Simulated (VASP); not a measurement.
Write the native input for VASP 6.6.1 that does the following.

- Task: single point
- Functional: PBEsol
- Potentials or basis: VASP PAW PBE potentials, release 64 (Hf_pv)
- Cutoff: 520 eV
- k mesh: 10 × 10 × 10
- Occupations: fermi-dirac, width 0.05 eV
- Spin: no spin polarisation
- Dipole correction: no
- Further INCAR settings: ALGO = Normal; EDIFF = 1e-06; NBANDS = 11

The structure of Hf lies in POSCAR:

```
Hf
1.0
    0.0000000000      2.2347024152      2.2347024152
    2.2347024152      0.0000000000      2.2347024152
    2.2347024152      2.2347024152      0.0000000000
Hf
1
Direct
    0.0000000000      0.0000000000      0.0000000000
```

One way to write it, as run:

INCAR

```
SYSTEM = Hf
PREC     = Accurate       ! precision mode
ENCUT    = 520            ! plane-wave cutoff, eV
EDIFF    = 1E-6           ! SCF threshold, eV
ISMEAR   = -1             ! smearing method
SIGMA    = 0.05           ! smearing width, eV
LREAL    = .False.        ! projectors in reciprocal space
LASPH    = .True.         ! aspherical terms in the spheres
NELM     = 80             ! most SCF steps
ALGO     = Normal         ! electronic algorithm
ISIF     = 2              ! what is computed and relaxed
LWAVE    = .False.        ! write WAVECAR
LCHARG   = .True.         ! write CHGCAR
GGA      = PS             ! functional
LELF     = .True.         ! ELF
LVHAR    = .True.       
NBANDS   = 11             ! bands
```

KPOINTS

```
Automatic mesh
0
Gamma
  10 10 10
  0 0 0
```

Potentials or basis: VASP PAW PBE potentials, release 64 (Hf_pv).

Launch:

```bash
$ cat potpaw_PBE.64/Hf_pv/POTCAR > POTCAR
$ mpirun -np 1 vasp_std > vasp.out
```

Results of the run:

```
Pressure               : -4.1 GPa
Band gap on the k mesh : zero (band 5 reaches 5.99 eV, above the bottom of band 6 at 4.20 eV)
```

Caveat: the PAW data sets were made with another functional, which shifts forces and pressure a little; spin-orbit coupling is left out, which moves the levels of the heavy elements.

It took 4.8 s on 1 thread of Intel(R) Xeon(R) 6975P-C (Granite Rapids) (shared host), peak memory 0.14 GiB.
